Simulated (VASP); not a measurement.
A run of VASP 6.6.1:

INCAR

```
SYSTEM = AlNi
PREC     = Accurate       ! precision mode
ENCUT    = 520            ! plane-wave cutoff, eV
EDIFF    = 1E-6           ! SCF threshold, eV
ISMEAR   = -1             ! smearing method
SIGMA    = 0.05           ! smearing width, eV
LREAL    = .False.        ! projectors in reciprocal space
LASPH    = .True.         ! aspherical terms in the spheres
NELM     = 150            ! most SCF steps
ALGO     = Normal         ! electronic algorithm
ISIF     = 2              ! what is computed and relaxed
LWAVE    = .False.        ! write WAVECAR
LCHARG   = .False.        ! write CHGCAR
ISPIN    = 2              ! spin polarisation
MAGMOM   = 0.5 0          ! initial moments
LORBIT   = 11             ! projections on sites
NUPDOWN  = 0.5            ! fixed moment
LMAXMIX  = 4              ! l up to which the mixer works
GGA      = PE             ! functional
NBANDS   = 18             ! bands
```

Contents of KPOINTS:

```
regular mesh
0
Gamma
  8 8 8
  0 0 0
```

File POSCAR:

```
AlNi
1.0
    2.8810000000      0.0000000000      0.0000000000
    0.0000000000      2.8810000000      0.0000000000
    0.0000000000      0.0000000000      2.8810000000
Ni Al
1 1
Direct
    0.5000000000      0.5000000000      0.5000000000
    0.0000000000      0.0000000000      0.0000000000
```

Potentials or basis: VASP PAW PBE potentials, release 64 (Ni, Al).

Command:

```sh
$ cat potpaw_PBE.64/Ni/POTCAR potpaw_PBE.64/Al/POTCAR > POTCAR
$ mpirun -np 1 vasp_std > vasp.out
```

Hardware: 1 thread of Intel Xeon 8259CL, with other jobs on the host.

Question: How long does it take, and how much memory?

Answer: Run time: 30 s on 1 thread of Intel Xeon 8259CL (shared host), peak memory 0.16 GiB. Counts: scf iterations 13, k points 35.
